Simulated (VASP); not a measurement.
Runs of VASP 6.6.1 on TaO. The structure is that of space group P6/mmm (No. 191), or close to it. The cells are those of the table. 

```tsv
level	potentials or basis	cell	k mesh	cutoff (eV)	grid for exact exchange (PRECFOCK)	share of exact exchange	screening parameter	gap on the mesh (eV)	pressure (GPa)
PBEsol-based screened hybrid with 25 % exact exchange	VASP PAW PBE potentials, release 64 (Ta_sv_GW, O)	a = 3.019, b = 3.019, c = 3.803 Å, angles 90.0, 90.0, 120.0°, 2 atoms	5 × 5 × 4	520	Normal	0.25	0.207 1/Å	none	(b)
PBEsol-based global hybrid with 25 % exact exchange	VASP PAW PBE potentials, release 64 (Ta_pv, O)	a = 3.017, b = 3.017, c = 3.802 Å, angles 90.0, 90.0, 120.0°, 2 atoms	5 × 5 × 4	520	Normal	0.25	-	none	-1.0
PBE-based screened hybrid with 25 % exact exchange	VASP PAW PBE potentials, release 64 (Ta_sv_GW, O)	a = 3.066, b = 3.066, c = 3.855 Å, angles 90.0, 90.0, 120.0°, 2 atoms	5 × 5 × 4	520	Normal	0.25	0.3 1/Å	none	(a)
B3LYP	VASP PAW PBE potentials, release 64 (Ta_sv_GW, O)	a = 3.066, b = 3.066, c = 3.855 Å, angles 90.0, 90.0, 120.0°, 2 atoms	5 × 5 × 4	520	Normal	0.2	-	none	-0.8
HSE06	VASP PAW PBE potentials, release 64 (Ta_pv, O)	a = 3.048, b = 3.048, c = 3.819 Å, angles 90.0, 90.0, 120.0°, 2 atoms	5 × 5 × 4	520	Normal	0.25	0.2079 1/Å	none	-0.2
PBEsol-based screened hybrid with 25 % exact exchange	VASP PAW PBE potentials, release 64 (Ta_sv_GW, O)	a = 3.066, b = 3.066, c = 3.855 Å, angles 90.0, 90.0, 120.0°, 2 atoms	5 × 5 × 4	520	Normal	0.25	0.207 1/Å	none	-10.7
PBE	VASP PAW PBE potentials, release 64 (Ta_sv_GW, O)	a = 3.004, b = 3.004, c = 3.776 Å, angles 90.0, 90.0, 120.0°, 2 atoms	10 × 10 × 7	700	-	-	-	none	(c)
PBE0	VASP PAW PBE potentials, release 64 (Ta_pv, O)	a = 3.047, b = 3.047, c = 3.820 Å, angles 90.0, 90.0, 120.0°, 2 atoms	5 × 5 × 4	520	Normal	0.25	-	none	-0.4
```

Alike in all rows: task single point; no spin polarisation; smearing fermi-dirac 0.05 eV.

Fill in the values left out.

(a) -6.5; (b) -2.1; (c) 13.2.

Caveats: some runs use coarse meshes; spin-orbit coupling is left out, which moves the levels of the heavy elements; an odd number of electrons without spin polarisation forces a metal; a magnetic or distorted state may lie lower; the PAW data sets were made with another functional, which shifts forces and pressure a little (at least some runs); the stress differs along the axes, from 5 to 30 GPa (at least some runs).

A k mesh can miss the band edges, and the runs leave out spin-orbit coupling on Ta.

A gap of «none» marks levels without a gap at the run's occupations.

The runs don't all hold the same shells in valence.
